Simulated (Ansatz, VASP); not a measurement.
One calculation of Au3C, two programs

File INCAR:

```
SYSTEM = Au3C
PREC = Accurate
ENCUT = 520
EDIFF = 1E-6
ISMEAR = 0
SIGMA = 0.1
LREAL = .FALSE.
LASPH = .TRUE.
NELM = 80
ALGO = Normal
ISIF = 2
LWAVE = .FALSE.
LCHARG = .TRUE.
LDIPOL = .TRUE.
IDIPOL = 3
DIPOL = 0.5 0.5 0.353
GGA = PE
LELF = .TRUE.
LVHAR = .TRUE.
LVACPOTAV = .TRUE.
NBANDS = 26
```

KPOINTS

```
Automatic mesh
0
G
  9 9 1
  0 0 0
```

POSCAR

```
Au3C
1.0
    2.9402049748      0.0000000000      0.0000000000
   -1.4701024874      2.5462922005      0.0000000000
    0.0000000000      0.0000000000     21.8974947720
Au C
3 1
Direct
    0.6666666667      0.3333333333      0.1826692981
    0.3333333333      0.6666666667      0.2945190844
    0.0000000000      0.0000000000      0.4063247812
    0.3333333333     -0.3333333333      0.5282565377
```

Input for Ansatz:

```yaml
crystal:
  lattice:
    - [2.9402049748, 0.0, 0.0]
    - [-1.4701024874, 2.5462922005, 0.0]
    - [0.0, 0.0, 21.897494772]
  atoms:
    - { symbol: Au, position: [0.6666666667, 0.3333333333, 0.1826692981] }
    - { symbol: Au, position: [0.3333333333, 0.6666666667, 0.2945190844] }
    - { symbol: Au, position: [0.0, 0.0, 0.4063247812] }
    - { symbol: C, position: [0.3333333333, -0.3333333333, 0.5282565377] }
basis:
  ecutwfc: 420
kpoints:
  mp_grid: { grid: [9, 9, 1] }
hamiltonian:
  xc: pbe
scf:
  occupations: { method: gaussian, width: 0.1 }
output:
  forces: true
  eigenvalues: true
  write_density: true
  write_potential: true
  elf: true
  volumetric_format: npy
efield:
  axis: 3
  dipole_correction: true
  ramp_width: 0.04
```

Alike in both runs: task single point; functional PBE; k mesh 9 × 9 × 1; occupations gaussian, width 0.1 eV; no spin polarisation.

|  | VASP | Ansatz |
| --- | --- | --- |
| version | VASP 6.6.1 | Ansatz 0.2.0 |
| potentials or method | VASP PAW PBE potentials, release 64 (Au, C), cutoff 520 eV | scalar-relativistic, plane waves, PAW |
| valence electrons in the cell | 37 | 61 |

```tsv
	VASP	Ansatz	Ansatz less VASP
gap on the k mesh at the Fermi level (eV)	none	none	-
rms of the force components (eV/Å)	0.365	0.366	+0.0014
work function, face that differs most (eV)	5.25	5.24	-0.004
```

Atom by atom the forces differ by 0.003 eV/Å (rms over components). A gap of «none» marks a metal or a gap that the smearing closes. VASP's potentials hold 37 valence electrons a cell and Ansatz's 61, so a difference there can come from the potentials and not from the codes. Ansatz's warnings: xc potential rough in thin density.

Neither program's run includes spin-orbit coupling.
